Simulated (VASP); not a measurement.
Set up this calculation in VASP 6.6.1, as the native input.

```yaml
Task: relaxation of cell and atoms
Functional: LDA
Potentials_or_basis: VASP PAW LDA potentials, release 64 (Al, N)
Cutoff: 600 eV
k_mesh: 10 × 10 × 10
Occupations: fermi-dirac, width 0.05 eV
Spin: no spin polarisation
Dipole_correction: no
Further_INCAR_settings: ALGO = Normal; EDIFF = 1e-07; IBRION = 2; EDIFFG = -0.01; NSW = 80; ISIF = 3
```

The structure of AlN lies in POSCAR:

```
AlN
1.0
    0.0000000000      2.1839935596      2.1839935596
    2.1839935596      0.0000000000      2.1839935596
    2.1839935596      2.1839935596      0.0000000000
Al N
1 1
Direct
    0.0000000000      0.0000000000      0.0000000000
    0.2500000000      0.2500000000      0.2500000000
```

The input as run:

INCAR

```
SYSTEM = AlN
  ALGO = Normal
  EDIFF = 1E-7
  EDIFFG = -0.01
  ENCUT = 600
  GGA = CA
  IBRION = 2
  ISIF = 3
  ISMEAR = -1
  LASPH = .TRUE.
  LCHARG = .FALSE.
  LREAL = .FALSE.
  LWAVE = .FALSE.
  NELM = 100
  NSW = 80
  PREC = Accurate
  SIGMA = 0.05
```

KPOINTS

```
k-points
0
G
  10 10 10
  0 0 0
```

Potentials or basis: VASP PAW LDA potentials, release 64 (Al, N).

The run is started by

```sh
$ cat potpaw_LDA.64/Al/POTCAR potpaw_LDA.64/N/POTCAR > POTCAR
$ mpirun -np 1 vasp_std > vasp.out
```

Results of the run:

- Relaxed volume: 10.26 Å³/atom
- Relaxed cell: a = 3.073 Å, b = 3.073 Å, c = 3.073 Å, α = 60.00°, β = 60.00°, γ = 60.00°
- Space group after relaxing (to 0.05 Å): F-43m (No. 216)
- Energy gained by relaxing: 1.5 meV/atom
- Ionic steps: 3
- Pressure after relaxing: 0.0 GPa
- Band gap on the k mesh: 3.23 eV, indirect (least direct gap 4.37 eV)

Run time: 32 s on 1 thread of Intel Xeon 8259CL, on a shared host, peak memory 0.14 GiB.
